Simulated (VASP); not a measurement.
# CoO (Fm-3m) in VASP: a series of runs, part 2 of 3

VASP 6.6.1. The steps go on from the part before.

## (3) Electric field gradients, PBEsol, collinear spin, ferromagnetic start (volume scaled by 0.98)

Input file INCAR:

```
SYSTEM = CoO
PREC = Accurate ; ENCUT = 520
EDIFF = 1E-8 ; ISMEAR = -1
SIGMA = 0.05 ; LREAL = .FALSE.
LASPH = .TRUE. ; NELM = 150
ALGO = Normal ; ISIF = 2
LWAVE = .FALSE. ; LCHARG = .FALSE.
ISPIN = 2 ; MAGMOM = 2 0
LORBIT = 11 ; LMAXMIX = 4
GGA = PS ; LEFG = .TRUE.
NBANDS = 18
```

Input file KPOINTS:

```
regular mesh
0
G
  16 16 16
  0 0 0
```

Input file POSCAR:

```
CoO
1.0
    0.0000000000      2.1171941998      2.1171941998
    2.1171941998      0.0000000000      2.1171941998
    2.1171941998      2.1171941998      0.0000000000
Co O
1 1
Direct
    0.0000000000      0.0000000000      0.0000000000
    0.5000000000      0.5000000000      0.5000000000
```

Potentials or basis: VASP PAW PBE potentials, release 64 (Co, O).

Started as:

```bash
$ cat potpaw_PBE.64/Co/POTCAR potpaw_PBE.64/O/POTCAR > POTCAR
$ mpirun -np 1 vasp_std > vasp.out
```

OUTCAR:

```text
SYSTEM = CoO
   PREC = Accurate
   ENCUT = 520
   EDIFF = 1E-8
   ISMEAR = -1
   LREAL = .FALSE.
   LASPH = .TRUE.
   NELM = 150
   ISIF = 2
   ISPIN = 2
   LORBIT = 11
   GGA = PS

 ion  position               nearest neighbor table
   1  0.000  0.000  0.000-   2 2.12   2 2.12   2 2.12   2 2.12   2 2.12   2 2.12
   2  0.500  0.500  0.500-   1 2.12   1 2.12   1 2.12   1 2.12   1 2.12   1 2.12

  LATTYP: Found a face centered cubic cell.
 ALAT       =     4.2343883996

  Lattice vectors:

 A1 = (   0.0000000000,   2.1171941998,   2.1171941998)
 A2 = (   2.1171941998,   0.0000000000,   2.1171941998)
 A3 = (   2.1171941998,   2.1171941998,   0.0000000000)

Analysis of symmetry for initial positions (statically):
=====================================================================
 Subroutine PRICEL returns:
 Original cell was already a primitive cell.

 Routine SETGRP: Setting up the symmetry group for a
 face centered cubic supercell.

 Subroutine GETGRP returns: Found 48 space group operations
 (whereof 48 operations were pure point group operations)
 out of a pool of 48 trial point group operations.

The static configuration has the point symmetry O_h .

Analysis of symmetry for dynamics (positions and initial velocities):
=====================================================================
 Subroutine PRICEL returns:
 Original cell was already a primitive cell.

 Routine SETGRP: Setting up the symmetry group for a
 face centered cubic supercell.

 Subroutine GETGRP returns: Found 48 space group operations
 (whereof 48 operations were pure point group operations)
 out of a pool of 48 trial point group operations.

The dynamic configuration has the point symmetry O_h .

Analysis of structural, dynamic, and magnetic symmetry:
=====================================================================
 Subroutine PRICEL returns:
 Original cell was already a primitive cell.

 Routine SETGRP: Setting up the symmetry group for a
 face centered cubic supercell.

 Subroutine GETGRP returns: Found 48 space group operations
 (whereof 48 operations were pure point group operations)
 out of a pool of 48 trial point group operations.

The overall configuration has the point symmetry O_h .

 Subroutine INISYM returns: Found 48 space group operations
 (whereof 48 operations are pure point group operations),
 and found     1 'primitive' translations

----------------------------------------------------------------------------------------

                                     Primitive cell

  volume of cell :      18.9807

  direct lattice vectors                    reciprocal lattice vectors
     0.000000000  2.117194200  2.117194200    -0.236161614  0.236161614  0.236161614
     2.117194200  0.000000000  2.117194200     0.236161614 -0.236161614  0.236161614
     2.117194200  2.117194200  0.000000000     0.236161614  0.236161614 -0.236161614

  length of vectors
     2.994164752  2.994164752  2.994164752     0.409043915  0.409043915  0.409043915

  position of ions in fractional coordinates (direct lattice)
     0.000000000  0.000000000  0.000000000
     0.500000000  0.500000000  0.500000000

  ion indices of the primitive-cell ions
[... 101 lines left out ...]
   LHFCALC =     F    Hartree Fock is set to
   AEXX    =    0.0000 exact exchange contribution
   IVDW    =     0    specifies the selected vdW correction
   LEPSILON=     F    determine dielectric tensor
   LRPA    =     F    only Hartree local field effects (RPA)
 spin polarized calculation
  energy-cutoff  :      520.00
  volume of cell :       18.98
 maximum number of plane-waves:       531
 NGX is ok and might be reduce to    24
   NGX = 11   NGY = 11   NGZ = 11

 number of electron      15.0000003 magnetization       2.8959262

 Free energy of the ion-electron system (eV)
  ---------------------------------------------------
  ext. energy  EPLUGINS =         0.00000000
  ---------------------------------------------------
  free energy    TOTEN  =       -13.98092739 eV

  energy without entropy =      -13.94731479  energy(sigma->0) =      -13.96412109

 E-fermi :   8.0759     XC(G=0): -12.7643

 val. band max:        8.0755304983   @ k =  -0.3125   0.1250   0.0000
 cond. band min:       8.0784033129   @ k =  -0.4375   0.3125   0.0000
 fundamental gap:      0.0028728146
 Fermi energy:         8.0759281884

 spin component 1

 k-point     1 :       0.0000    0.0000    0.0000
  band No.  band energies     occupation
      1     -12.3168      1.00000
      2       4.7763      1.00000
      3       4.7763      1.00000
      4       4.7763      1.00000
      5       4.7902      1.00000
      6       4.7903      1.00000
[... 493 lines left out ...]
     17      31.2236      0.00000
     18      33.9369      0.00000

 [... further k-points ...]

 spin component 2

 k-point     1 :       0.0000    0.0000    0.0000
  band No.  band energies     occupation
      1     -11.7892      1.00000
      2       5.3756      1.00000
      3       5.3756      1.00000
      4       5.3756      1.00000
      5       6.9323      1.00000
      6       6.9323      1.00000
[... 493 lines left out ...]
     17      32.0523      0.00000
     18      34.7756      0.00000

 [... further k-points ...]
[... 5 lines left out ...]
  --------------------------------------------------------------------------------------
  -------------------------------------------------------------------------------------
  Total       -0.9736930     -0.9736930     -0.9736930      0.0000000     -0.0000000      0.0000000
  in kB      -82.1902953    -82.1902953    -82.1902953      0.0000000     -0.0000000      0.0000000
  external PRESSURE =     -82.1902953 kB  Pullay stress =       0.0000000 kB

 VOLUME and BASIS-vectors are now :
 -----------------------------------------------------------------------------
  energy-cutoff  :      520.00
  volume of cell :       18.98
      direct lattice vectors                 reciprocal lattice vectors
     0.000000000  2.117194200  2.117194200    -0.236161614  0.236161614  0.236161614
     2.117194200  0.000000000  2.117194200     0.236161614 -0.236161614  0.236161614
     2.117194200  2.117194200  0.000000000     0.236161614  0.236161614 -0.236161614

 POSITION                                       TOTAL-FORCE (eV/Angst)
 -----------------------------------------------------------------------------------
      0.00000      0.00000      0.00000         0.000000      0.000000      0.000000
      2.11719      2.11719      2.11719        -0.000000     -0.000000     -0.000000
 -----------------------------------------------------------------------------------
    total drift:                                0.000000     -0.000000     -0.000000

  FREE ENERGIE OF THE ION-ELECTRON SYSTEM (eV)
  ---------------------------------------------------
  free  energy   TOTEN  =       -13.9809273892 eV

  energy  without entropy=      -13.9473147949  energy(sigma->0) =      -13.96412109

 Electric field gradients (V/A^2)
---------------------------------------------------------------------
 ion       V_xx      V_yy      V_zz      V_xy      V_xz      V_yz
---------------------------------------------------------------------
   1       0.000     0.000     0.000     0.001     0.001     0.001
   2      -0.000    -0.000     0.000    -0.002    -0.002    -0.002
---------------------------------------------------------------------

 Electric field gradients after diagonalization (V/A^2)
 (convention: |V_zz| > |V_xx| > |V_yy|)
----------------------------------------------------------------------
 ion       V_xx      V_yy      V_zz     asymmetry (V_yy - V_xx)/ V_zz
----------------------------------------------------------------------
   1      -0.001    -0.001     0.003       0.000
   2       0.002     0.002    -0.004       0.000
----------------------------------------------------------------------

           NMR quadrupolar parameters

 Cq : quadrupolar parameter    Cq=e*Q*V_zz/h
 eta: asymmetry parameters     (V_yy - V_xx)/ V_zz
 Q  : nuclear electric quadrupole moment in mb (millibarn)
----------------------------------------------------------------------
 ion       Cq(MHz)       eta       Q (mb)
----------------------------------------------------------------------
   1       0.000       0.000       1.000
   2      -0.000       0.000       1.000
----------------------------------------------------------------------

 total charge

# of ion       s       p       d       tot
------------------------------------------
    1        0.302   0.373   7.158   7.834
    2        1.551   3.407   0.000   4.958
--------------------------------------------------
tot          1.853   3.780   7.158  12.792

 magnetization (x)

# of ion       s       p       d       tot
------------------------------------------
    1        0.020   0.018   2.499   2.536
    2        0.030   0.278   0.000   0.308
--------------------------------------------------
tot          0.050   0.296   2.499   2.844
```

stdout:

```text
POSCAR found type information on POSCAR CoO
 POSCAR found :  2 types and       2 ions
 scaLAPACK will be used
 -----------------------------------------------------------------------------
|                                                                             |
|                                                                             |
|     You enforced a specific xc type in the INCAR file but a different       |
|     I HOPE YOU KNOW WHAT YOU ARE DOING!                                     |
|                                                                             |
 -----------------------------------------------------------------------------

 LDA part: xc-table for (Slater+PW92), standard interpolation
 POSCAR, INCAR and KPOINTS ok, starting setup
 FFT: planning ... GRIDC
 FFT: planning ... GRID_SOFT
 FFT: planning ... GRID
 WAVECAR not read
 entering main loop
ion   1

ion   2
```

Run time: 76 s. Hardware: 1 thread of Intel Xeon Platinum 8488C (Sapphire Rapids), shared host; peak memory 0.2 GiB.

Results:

```
Free energy                                           : -13.9809 eV
Pressure                                              : -8.2 GPa
Net moment                                            : 2.90 μB per cell
Site moments                                          : Co +2.54; O +0.31 μB
Valence electrons inside the program's atomic spheres : Co 7.83; O 4.96
```

Levels at points of the mesh, in eV from the Fermi level:
Spin up:
```csv
k point,band 6,band 7,band 8,band 9,band 10,band 11,band 12,band 13
"(0.00, 0.00, 0.00)",-3.29,-3.16,-3.16,-3.16,0.94,16.62,18.05,18.05
"(0.50, 0.00, 0.00)",-2.39,-1.84,0.12,0.12,4.89,9.35,13.34,13.34
"(0.50, 0.50, 0.00)",-2.92,-2.37,-2.10,-2.10,5.81,9.74,11.54,15.75
```
Spin down:
```csv
k point,band 3,band 4,band 5,band 6,band 7,band 8,band 9,band 10
"(0.00, 0.00, 0.00)",-2.70,-2.70,-1.14,-1.14,-1.14,-0.16,-0.16,1.49
"(0.50, 0.00, 0.00)",-4.85,-4.85,-0.13,-0.13,0.19,2.60,2.60,5.20
"(0.50, 0.50, 0.00)",-3.99,-3.99,-2.34,0.15,0.15,0.32,0.83,6.64
```

Caveat: the cell differs from its parent crystal (volume scaled by 0.98); without QUAD_EFG the Cq values of the log hold for a quadrupole moment of 1 mb, not for the nuclei; the PAW data sets were made with another functional, which shifts forces and pressure a little; a cell with one magnetic atom can't hold antiferromagnetic order, which such compounds often take; semilocal functionals often make such compounds metallic where correlation or magnetic order opens a gap, which also shifts bond lengths.

## (4) Electric field gradients, PBEsol, collinear spin, ferromagnetic start

This run uses another cell than the first one, of 9.68 Å³/atom, 1.042 times its volume.

Input file INCAR:

```
SYSTEM = CoO
PREC     = Accurate       ! precision mode
ENCUT    = 520            ! plane-wave cutoff, eV
EDIFF    = 1E-8           ! SCF threshold, eV
ISMEAR   = -1             ! smearing method
SIGMA    = 0.05           ! smearing width, eV
LREAL    = .FALSE.        ! projectors in reciprocal space
LASPH    = .TRUE.         ! aspherical terms in the spheres
NELM     = 150            ! most SCF steps
ALGO     = Normal         ! electronic algorithm
ISIF     = 2              ! what is computed and relaxed
LWAVE    = .FALSE.        ! write WAVECAR
LCHARG   = .FALSE.        ! write CHGCAR
ISPIN    = 2              ! spin polarisation
MAGMOM   = 2 0            ! initial moments
LORBIT   = 11             ! projections on sites
LMAXMIX  = 4              ! l up to which the mixer works
GGA      = PS             ! functional
LEFG     = .TRUE.       
NBANDS   = 18             ! bands
```

KPOINTS is that of step 3.

Input file POSCAR:

```
CoO
1.0
    0.0000000000      2.1315000000      2.1315000000
    2.1315000000      0.0000000000      2.1315000000
    2.1315000000      2.1315000000      0.0000000000
Co O
1 1
Direct
    0.0000000000      0.0000000000      0.0000000000
    0.5000000000      0.5000000000      0.5000000000
```

Potentials or basis: VASP PAW PBE potentials, release 64 (Co, O).

Started as:

```bash
$ cat potpaw_PBE.64/Co/POTCAR potpaw_PBE.64/O/POTCAR > POTCAR
$ mpirun -np 1 vasp_std > vasp.out
```

OUTCAR:

```text
SYSTEM = CoO
   PREC = Accurate
   ENCUT = 520
   EDIFF = 1E-8
   ISMEAR = -1
   LREAL = .FALSE.
   LASPH = .TRUE.
   NELM = 150
   ISIF = 2
   ISPIN = 2
   LORBIT = 11
   GGA = PS

 ion  position               nearest neighbor table
   1  0.000  0.000  0.000-   2 2.13   2 2.13   2 2.13   2 2.13   2 2.13   2 2.13
   2  0.500  0.500  0.500-   1 2.13   1 2.13   1 2.13   1 2.13   1 2.13   1 2.13

  LATTYP: Found a face centered cubic cell.
 ALAT       =     4.2630000000

  Lattice vectors:

 A1 = (   0.0000000000,   2.1315000000,   2.1315000000)
 A2 = (   2.1315000000,   0.0000000000,   2.1315000000)
 A3 = (   2.1315000000,   2.1315000000,   0.0000000000)

Analysis of symmetry for initial positions (statically):
=====================================================================
 Subroutine PRICEL returns:
 Original cell was already a primitive cell.

 Routine SETGRP: Setting up the symmetry group for a
 face centered cubic supercell.

 Subroutine GETGRP returns: Found 48 space group operations
 (whereof 48 operations were pure point group operations)
 out of a pool of 48 trial point group operations.
[... 1223 lines left out ...]
    total drift:                                0.000000     -0.000000     -0.000000

  FREE ENERGIE OF THE ION-ELECTRON SYSTEM (eV)
  ---------------------------------------------------
  free  energy   TOTEN  =       -13.9579118482 eV

  energy  without entropy=      -13.9248232048  energy(sigma->0) =      -13.94136753

 Electric field gradients (V/A^2)
---------------------------------------------------------------------
 ion       V_xx      V_yy      V_zz      V_xy      V_xz      V_yz
---------------------------------------------------------------------
   1      -0.000     0.000    -0.000     0.002     0.002     0.002
   2      -0.000    -0.000    -0.000    -0.002    -0.002    -0.002
---------------------------------------------------------------------

 Electric field gradients after diagonalization (V/A^2)
 (convention: |V_zz| > |V_xx| > |V_yy|)
----------------------------------------------------------------------
 ion       V_xx      V_yy      V_zz     asymmetry (V_yy - V_xx)/ V_zz
----------------------------------------------------------------------
   1      -0.002    -0.002     0.003       0.000
   2       0.002     0.002    -0.004       0.000
----------------------------------------------------------------------

           NMR quadrupolar parameters

 Cq : quadrupolar parameter    Cq=e*Q*V_zz/h
 eta: asymmetry parameters     (V_yy - V_xx)/ V_zz
 Q  : nuclear electric quadrupole moment in mb (millibarn)
----------------------------------------------------------------------
 ion       Cq(MHz)       eta       Q (mb)
----------------------------------------------------------------------
   1       0.000       0.000       1.000
   2      -0.000       0.000       1.000
----------------------------------------------------------------------

 total charge

# of ion       s       p       d       tot
------------------------------------------
    1        0.297   0.360   7.141   7.797
    2        1.550   3.399   0.000   4.949
--------------------------------------------------
tot          1.847   3.758   7.141  12.746

 magnetization (x)

# of ion       s       p       d       tot
------------------------------------------
    1        0.020   0.017   2.535   2.572
    2        0.029   0.290   0.000   0.319
--------------------------------------------------
tot          0.049   0.307   2.535   2.891
```

OSZICAR:

```text
N       E                     dE             d eps       ncg     rms          rms(c)
DAV:   1     0.743901338845E+02    0.74390E+02   -0.65869E+03 10896   0.953E+02
DAV:   2    -0.116578982293E+02   -0.86048E+02   -0.74422E+02 11020   0.219E+02
DAV:   3    -0.162495094735E+02   -0.45916E+01   -0.44558E+01 12132   0.536E+01
DAV:   4    -0.162962381918E+02   -0.46729E-01   -0.46685E-01 12828   0.516E+00
DAV:   5    -0.162973216100E+02   -0.10834E-02   -0.10832E-02 12828   0.779E-01    0.162E+01
DAV:   6    -0.153803019233E+02    0.91702E+00   -0.16765E+01 13166   0.615E+01    0.202E+01
DAV:   7    -0.140737407744E+02    0.13066E+01   -0.76351E+00 12986   0.478E+01    0.808E+00
DAV:   8    -0.139764113445E+02    0.97329E-01   -0.39382E-01 14940   0.968E+00    0.403E+00
DAV:   9    -0.139756268451E+02    0.78450E-03   -0.26277E-01 15352   0.844E+00    0.287E+00
DAV:  10    -0.139612559337E+02    0.14371E-01   -0.78224E-02 15338   0.532E+00    0.725E-01
DAV:  11    -0.139581804435E+02    0.30755E-02   -0.28960E-02 14732   0.252E+00    0.387E-01
DAV:  12    -0.139579562156E+02    0.22423E-03   -0.27750E-03 14706   0.653E-01    0.106E-01
DAV:  13    -0.139579461277E+02    0.10088E-04   -0.14587E-04 12666   0.103E-01    0.102E-01
DAV:  14    -0.139579114961E+02    0.34632E-04   -0.61871E-05 15714   0.114E-01    0.226E-02
DAV:  15    -0.139579125543E+02   -0.10582E-05   -0.56327E-06 13214   0.223E-02    0.189E-02
DAV:  16    -0.139579115901E+02    0.96422E-06   -0.49411E-06 15004   0.365E-02    0.251E-03
DAV:  17    -0.139579118404E+02   -0.25026E-06   -0.56568E-07 14838   0.812E-03    0.243E-03
DAV:  18    -0.139579118482E+02   -0.77862E-08   -0.64573E-08 12196   0.256E-03
   1 F= -.13957912E+02 E0= -.13941368E+02  d E =-.330886E-01  mag=     2.9453
```

Run time: 65 s. Hardware: 1 thread of Intel Xeon Platinum 8488C (Sapphire Rapids), shared host; peak memory 0.21 GiB.

What came out:

- Free energy: -13.9579 eV
- Pressure: -11.2 GPa
- Net moment: 2.95 μB per cell
- Site moments: Co +2.57; O +0.32 μB
- Valence electrons inside the program's atomic spheres: Co 7.80; O 4.95

Caveat: without QUAD_EFG the Cq values of the log hold for a quadrupole moment of 1 mb, not for the nuclei; the PAW data sets were made with another functional, which shifts forces and pressure a little; a cell with one magnetic atom can't hold antiferromagnetic order, which such compounds often take; semilocal functionals often make such compounds metallic where correlation or magnetic order opens a gap, which also shifts bond lengths. With open d or f shells a metallic result of PBEsol can be an artefact of self-interaction; +U or a hybrid may open a gap.

[end of part 2 of 3]
